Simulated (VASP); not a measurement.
Runs of VASP 6.6.1 on SiO2. The structure is that of space group Imma (No. 74), or close to it. The cells are those of the table. 

```tsv
level	potentials or basis	cell	smearing	gap on the mesh (eV)	pressure (GPa)	largest force (eV/Å)
LDA	VASP PAW LDA potentials, release 64 (Si, O)	a = 7.030 Å, angles 136.2, 94.4, 101.6°, 12 atoms	gaussian 0.01 eV	5.41	-0.8	0.05
LDA	VASP PAW LDA potentials, release 64 (Si, O)	a = 7.030 Å, angles 136.2, 94.4, 101.6°, 12 atoms	fermi-dirac 0.05 eV	5.41	-0.8	0.05
LDA	VASP PAW LDA potentials, release 64 (Si, O)	a = 6.998 Å, angles 136.1, 94.8, 101.3°, 12 atoms	fermi-dirac 0.05 eV	(c)	0.4	(a)
RPBE+D3(BJ)	VASP PAW PBE potentials, release 64 (Si, O)	a = 6.555 Å, angles 132.3, 106.4, 92.5°, 12 atoms	fermi-dirac 0.05 eV	5.49	-0.3	0.04
PBEsol	VASP PAW PBE potentials, release 64 (Si, O)	a = 7.053 Å, angles 136.2, 94.5, 101.6°, 12 atoms	fermi-dirac 0.05 eV	5.50	0.4	0.05
PBE	VASP PAW PBE potentials, release 64 (Si, O)	a = 7.168 Å, angles 136.2, 94.4, 101.6°, 12 atoms	fermi-dirac 0.05 eV	5.24	-4.0	(b)
```

Alike in all rows: task single point; no spin polarisation; k mesh 6 × 6 × 6; cutoff (eV) 520.

Q: Fill in the values left out.

A: (a) 0.06; (b) 0.16; (c) 5.42.

Caveats: the PAW data sets were made with another functional, which shifts forces and pressure a little (some runs).

A k mesh can miss the band edges.
